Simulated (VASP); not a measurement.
# Ca (P6_3/mmc) in VASP: notebook

Runs on Ca. Level: PBEsol. Tasks: relaxation of shape and atoms at fixed volume.

Everything below comes from runs of VASP 6.6.1. Logs are shortened: lines on timing, memory, paths and dates and some standing lists are left out, and cuts for length are marked.

**1. The cell of the first run**

Symmetry: P6_3/mmc, No. 194, hexagonal system. Conventional cell: a = 3.929 Å, b = 3.929 Å, c = 6.465 Å, α = 90.00°, β = 90.00°, γ = 120.00°. Within 5.2 Å of Ca (site symmetry -6m2) lie 12 Ca at 3.93 to 3.95 Å.

This isn't the form of Ca at room conditions, which is fcc.

**2. Relaxation of shape and atoms at fixed volume, PBEsol (43.22 Å³/atom)**

INCAR reads:

```
PREC     = Accurate       # precision mode
ENCUT    = 600            # plane-wave cutoff, eV
EDIFF    = 1E-6           # SCF threshold, eV
ISMEAR   = 0              # smearing method
SIGMA    = 0.1            # smearing width, eV
LREAL    = False          # projectors in reciprocal space
LASPH    = True           # aspherical terms in the spheres
NELM     = 60             # most SCF steps
ALGO     = Fast           # electronic algorithm
ISIF     = 4              # what is computed and relaxed
LWAVE    = False          # write WAVECAR
LCHARG   = False          # write CHGCAR
GGA      = PS             # functional
IBRION   = 2              # ionic algorithm
NSW      = 50             # ionic steps
EDIFFG   = -0.01          # ionic threshold
```

KPOINTS reads:

```
regular mesh
0
Gamma
  12 12 8
```

POSCAR reads:

```
Ca
1.0
    3.9292378358      0.0000000000      0.0000000000
   -1.9646189179      3.4028197833      0.0000000000
    0.0000000000      0.0000000000      6.4645343816
Ca
2
Direct
    0.3333333333      0.6666666667      0.2500000000
    0.6666666667      0.3333333333      0.7500000000
```

Potentials or basis: VASP PAW PBE potentials, release 64 (Ca_sv).

Command:

```sh
$ cat potpaw_PBE.64/Ca_sv/POTCAR > POTCAR
$ mpirun -np 1 vasp_std > vasp.out
```

OUTCAR:

```text
PREC = Accurate
   ENCUT = 600
   EDIFF = 1E-6
   ISMEAR = 0
   LREAL = False
   LASPH = True
   NELM = 60
   ISIF = 4
   GGA = PS
   IBRION = 2
   NSW = 50
   EDIFFG = -0.01

 ion  position               nearest neighbor table
   1  0.333  0.667  0.250-
   2  0.667  0.333  0.750-

  LATTYP: Found a hexagonal cell.
 ALAT       =     3.9292378358
 C/A-ratio  =     1.6452387592

  Lattice vectors:

 A1 = (   3.9292378358,   0.0000000000,   0.0000000000)
 A2 = (  -1.9646189179,   3.4028197833,   0.0000000000)
 A3 = (   0.0000000000,   0.0000000000,   6.4645343816)

Analysis of symmetry for initial positions (statically):
=====================================================================
 Subroutine PRICEL returns:
 Original cell was already a primitive cell.

 Routine SETGRP: Setting up the symmetry group for a
 hexagonal supercell.

 Subroutine GETGRP returns: Found 24 space group operations
 (whereof 12 operations were pure point group operations)
 out of a pool of 24 trial point group operations.

The static configuration has the point symmetry D_3d.
 The point group associated with its full space group is D_6h.

Analysis of symmetry for dynamics (positions and initial velocities):
=====================================================================
 Subroutine PRICEL returns:
 Original cell was already a primitive cell.

 Routine SETGRP: Setting up the symmetry group for a
 hexagonal supercell.

 Subroutine GETGRP returns: Found 24 space group operations
 (whereof 12 operations were pure point group operations)
 out of a pool of 24 trial point group operations.

The dynamic configuration has the point symmetry D_3d.
 The point group associated with its full space group is D_6h.

 Subroutine INISYM returns: Found 24 space group operations
 (whereof 12 operations are pure point group operations),
 and found     1 'primitive' translations

----------------------------------------------------------------------------------------

                                     Primitive cell

  volume of cell :      86.4340

  direct lattice vectors                    reciprocal lattice vectors
     3.929237836  0.000000000  0.000000000     0.254502283  0.146936962  0.000000000
    -1.964618918  3.402819783  0.000000000     0.000000000  0.293873923  0.000000000
     0.000000000  0.000000000  6.464534382     0.000000000  0.000000000  0.154690182

  length of vectors
     3.929237836  3.929237836  6.464534382     0.293873923  0.293873923  0.154690182

  position of ions in fractional coordinates (direct lattice)
     0.333333333  0.666666667  0.250000000
     0.666666667  0.333333333  0.750000000

  ion indices of the primitive-cell ions
   primitive index   ion index
                 1           1
                 2           2

----------------------------------------------------------------------------------------

 KPOINTS: regular mesh

Automatic generation of k-mesh.
 Grid dimensions read from file:
 generate k-points for:   12   12    8

 Generating k-lattice:

  Cartesian coordinates                     Fractional coordinates (reciprocal lattice)
     0.021208524  0.012244747  0.000000000     0.083333333  0.000000000  0.000000000
     0.000000000  0.024489494  0.000000000     0.000000000  0.083333333  0.000000000
     0.000000000  0.000000000  0.019336273     0.000000000  0.000000000  0.125000000

  Length of vectors
     0.024489494  0.024489494  0.019336273

  Shift w.r.t. Gamma in fractional coordinates (k-lattice)
[... 62 lines left out ...]
   PSTRESS=    0.0 pullay stress
   NELECT =      20.0000    total number of electrons
   NUPDOWN=      -1.0000    fix difference up-down
   EMIN   =  10.00;   EMAX   =-10.00  energy-range for DOS
   EFERMI =   0.00;   METHOD = LEGACY
   ISMEAR =     0;   SIGMA  =   0.10  broadening in eV -4-tet -1-fermi 0-gaus
   EFERMI_NEDOS =   21; number of points for ismear=-14 and -15
   IALGO  =     68    algorithm
   IMIX   =      4    mixing-type and parameters
     AMIX     =   0.40;   BMIX     =  1.00
     AMIX_MAG =   1.60;   BMIX_MAG =  1.00
  volume/ion in A,a.u.               =      43.22       291.64
  Fermi-wavevector in a.u.,A,eV,Ry     =   1.005055  1.899279 13.743739  1.010136
  Thomas-Fermi vector in A             =   2.137711
   LORBIT       =      0    0 simple, 1 ext, 2 COOP (PROOUT), +10 PAW based schemes
   GGA     = PS    functional components
   LHFCALC =     F    Hartree Fock is set to
   AEXX    =    0.0000 exact exchange contribution
   IVDW    =     0    specifies the selected vdW correction
   LEPSILON=     F    determine dielectric tensor
   LRPA    =     F    only Hartree local field effects (RPA)
 conjugate gradient relaxation of ions
 non-spin polarized calculation
 RMM-DIIS sequential band-by-band and
 Gauss-broadening in eV      SIGMA  =   0.10
  energy-cutoff  :      600.00
  volume of cell :       86.43
 maximum number of plane-waves:      2922
 NGX is ok and might be reduce to    32
   NGX = 15   NGY = 15   NGZ = 25

--------------------------------------- Ionic step        1  -------------------------------------------

 number of electron      20.0000000 magnetization

 Free energy of the ion-electron system (eV)
  ---------------------------------------------------
  ext. energy  EPLUGINS =         0.00000000
  ---------------------------------------------------
  free energy    TOTEN  =        -4.25197424 eV

  energy without entropy =       -4.24162094  energy(sigma->0) =       -4.24679759

------------------------ aborting loop because EDIFF is reached ----------------------------------------

  FORCE on cell =-STRESS in cart. coord.  units (eV):
  Direction    XX          YY          ZZ          XY          YZ          ZX
  --------------------------------------------------------------------------------------
  -------------------------------------------------------------------------------------
  Total       -0.4982105     -0.4982105     -0.5316854      0.0000000      0.0000000      0.0000000
  in kB       -9.2350428     -9.2350428     -9.8555490      0.0000000      0.0000000      0.0000000
  external PRESSURE =      -9.4418782 kB  Pullay stress =       0.0000000 kB

 VOLUME and BASIS-vectors are now :
 -----------------------------------------------------------------------------
  energy-cutoff  :      600.00
  volume of cell :       86.43
      direct lattice vectors                 reciprocal lattice vectors
     3.929237836  0.000000000  0.000000000     0.254502283  0.146936962  0.000000000
    -1.964618918  3.402819783  0.000000000     0.000000000  0.293873923  0.000000000
     0.000000000  0.000000000  6.464534382     0.000000000  0.000000000  0.154690182

 POSITION                                       TOTAL-FORCE (eV/Angst)
 -----------------------------------------------------------------------------------
     -0.00000      2.26855      1.61613        -0.000000     -0.000000      0.000000
      1.96462      1.13427      4.84840         0.000000      0.000000      0.000000
 -----------------------------------------------------------------------------------
    total drift:                                0.000000     -0.000000      0.000000

  FREE ENERGIE OF THE ION-ELECTRON SYSTEM (eV)
  ---------------------------------------------------
  free  energy   TOTEN  =        -4.2519742361 eV

  energy  without entropy=       -4.2416209443  energy(sigma->0) =       -4.24679759

--------------------------------------- Ionic step        2  -------------------------------------------

 number of electron      20.0000000 magnetization

 Free energy of the ion-electron system (eV)
  ---------------------------------------------------
  ext. energy  EPLUGINS =         0.00000000
  ---------------------------------------------------
  free energy    TOTEN  =        -4.25198979 eV

  energy without entropy =       -4.24166153  energy(sigma->0) =       -4.24682566

 E-fermi :   1.8581     XC(G=0):  -7.7345

 val. band max:        1.8573075918   @ k =   0.2500   0.0833   0.0000
 cond. band min:       1.8953185630   @ k =   0.0000   0.0000   0.1250
 fundamental gap:      0.0380109712
 Fermi energy:         1.8581418866

 k-point     1 :       0.0000    0.0000    0.0000
  band No.  band energies     occupation
      1     -40.0884      2.00000
      2     -40.0764      2.00000
      3     -21.2063      2.00000
      4     -21.1029      2.00000
      5     -21.1029      2.00000
      6     -21.0856      2.00000
      7     -21.0856      2.00000
      8     -21.0797      2.00000
      9      -2.1944      2.00000
     10       0.7762      2.00000
     11       1.5994      1.99975
     12       4.0530      0.00000
     13       4.0882      0.00000
     14       4.0902      0.00000
[... 377 lines left out ...]
      1     -40.0792      2.00000
      2     -40.0728      2.00000
      3     -21.1845      2.00000
      4     -21.1653      2.00000
      5     -21.1578      2.00000
      6     -21.1245      2.00000
      7     -21.1004      2.00000
      8     -21.0975      2.00000
      9      -0.5942      2.00000
     10       1.5185      2.00000
     11       2.2031      0.00000
     12       2.4488      0.00000
     13       3.5628      0.00000
     14       3.5677      0.00000

 [... further k-points ...]

------------------------ aborting loop because EDIFF is reached ----------------------------------------

  FORCE on cell =-STRESS in cart. coord.  units (eV):
  Direction    XX          YY          ZZ          XY          YZ          ZX
  --------------------------------------------------------------------------------------
  -------------------------------------------------------------------------------------
  Total       -0.4962935     -0.4962935     -0.5181664     -0.0000000      0.0000000      0.0000000
  in kB       -9.1995098     -9.1995098     -9.6049550     -0.0000000      0.0000000      0.0000000
  external PRESSURE =      -9.3346582 kB  Pullay stress =       0.0000000 kB

 VOLUME and BASIS-vectors are now :
 -----------------------------------------------------------------------------
  energy-cutoff  :      600.00
  volume of cell :       86.43
      direct lattice vectors                 reciprocal lattice vectors
     3.930295689  0.000000000  0.000000000     0.254433783  0.146897413  0.000000000
    -1.965147844  3.403735911  0.000000000    -0.000000000  0.293794826  0.000000000
     0.000000000  0.000000000  6.461054946     0.000000000 -0.000000000  0.154773486

 POSITION                                       TOTAL-FORCE (eV/Angst)
 -----------------------------------------------------------------------------------
     -0.00000      2.26916      1.61526        -0.000000      0.000000      0.000000
      1.96515      1.13458      4.84579         0.000000     -0.000000      0.000000
 -----------------------------------------------------------------------------------
    total drift:                                0.000000     -0.000000      0.000000

  FREE ENERGIE OF THE ION-ELECTRON SYSTEM (eV)
  ---------------------------------------------------
  free  energy   TOTEN  =        -4.2519897931 eV

  energy  without entropy=       -4.2416615268  energy(sigma->0) =       -4.24682566

 reached required accuracy - stopping structural energy minimisation
```

Run time: 2 min. Hardware: 1 thread of AMD EPYC 9R45 (Zen 5), shared host; peak memory 0.28 GiB.

Results:

- Free energy: -4.2520 eV
- Energy gained by relaxing: 0.0 meV/atom
- Ionic steps: 2
- Pressure after relaxing: -0.9 GPa
- Band gap on the k mesh: zero (bands 10 and 11 overlap by 0.52 eV)

Final structure:
```cif
data_structure
_symmetry_space_group_name_H-M 'P 1'
_symmetry_Int_Tables_number 1
_cell_length_a 3.9303
_cell_length_b 3.9303
_cell_length_c 6.4611
_cell_angle_alpha 90.000
_cell_angle_beta 90.000
_cell_angle_gamma 120.000
_cell_volume 86.43
loop_
_atom_site_label
_atom_site_type_symbol
_atom_site_fract_x
_atom_site_fract_y
_atom_site_fract_z
_atom_site_occupancy
Ca1 Ca 0.33333 0.66667 0.25000 1
Ca2 Ca 0.66667 0.33333 0.75000 1
```

Caveat: the PAW data sets were made with another functional, which shifts forces and pressure a little.

**3. Relaxation of shape and atoms at fixed volume, PBEsol (44.85 Å³/atom)**

This run uses another cell than the first one, of 44.85 Å³/atom.

INCAR reads:

```
SYSTEM = Ca
PREC = Accurate
ENCUT = 600
EDIFF = 1E-7
ISMEAR = 0
SIGMA = 0.1
LREAL = .FALSE.
LASPH = .TRUE.
NELM = 60
ALGO = Fast
ISIF = 4
LWAVE = .FALSE.
LCHARG = .FALSE.
GGA = PS
IBRION = 2
NSW = 50
EDIFFG = -0.01
```

KPOINTS reads:

```
regular mesh
0
G
  12 12 8
  0 0 0
```

POSCAR reads:

```
Ca
1.0
    3.9780532351      0.0000000000      0.0000000000
   -1.9890266176      3.4450951592      0.0000000000
    0.0000000000      0.0000000000      6.5448473686
Ca
2
Direct
    0.3333333333      0.6666666667      0.2500000000
    0.6666666667      0.3333333333      0.7500000000
```

Potentials or basis: VASP PAW PBE potentials, release 64 (Ca_sv).

Command:

```sh
$ cat potpaw_PBE.64/Ca_sv/POTCAR > POTCAR
$ mpirun -np 1 vasp_std > vasp.out
```

Run time: 3.4 min. Hardware: 1 thread of AMD EPYC 9R45 (Zen 5), shared host; peak memory 0.29 GiB.

It converged, with:

| Property | Result |
| --- | --- |
| Free energy | -4.2278 eV |
| Energy gained by relaxing | 0.0 meV/atom |
| Ionic steps | 3 |
| Pressure after relaxing | -1.4 GPa |
| Band gap on the k mesh | zero (bands 10 and 11 overlap by 0.52 eV) |

Final structure:
```xyz
2
Lattice="3.9819 0.0000 0.0000 -1.9909 3.4484 0.0000 0.0000 0.0000 6.5324" Properties=species:S:1:pos:R:3 pbc="T T T"
Ca    0.0000    2.2989    1.6331
Ca    1.9909    1.1495    4.8993
```

Levels at points of the mesh, in eV from the Fermi level:
```csv
k point,band 6,band 7,band 8,band 9,band 10,band 11,band 12,band 13,band 14
"(0.00, 0.00, 0.00)",-23.03,-23.03,-23.03,-3.98,-1.06,-0.27,2.16,2.18,2.18
"(0.50, 0.00, 0.00)",-23.07,-23.05,-23.05,-1.14,-0.72,0.23,0.37,1.29,1.80
"(0.00, 0.00, 0.50)",-23.04,-23.04,-23.04,-3.01,-3.01,1.32,1.32,2.17,2.17
"(0.50, 0.00, 0.50)",-23.06,-23.06,-23.06,-0.69,-0.69,0.04,0.04,1.39,1.39
```

Caveat: the PAW data sets were made with another functional, which shifts forces and pressure a little.

The gap in the log of VASP goes by the Fermi energy; the results here count the filled bands.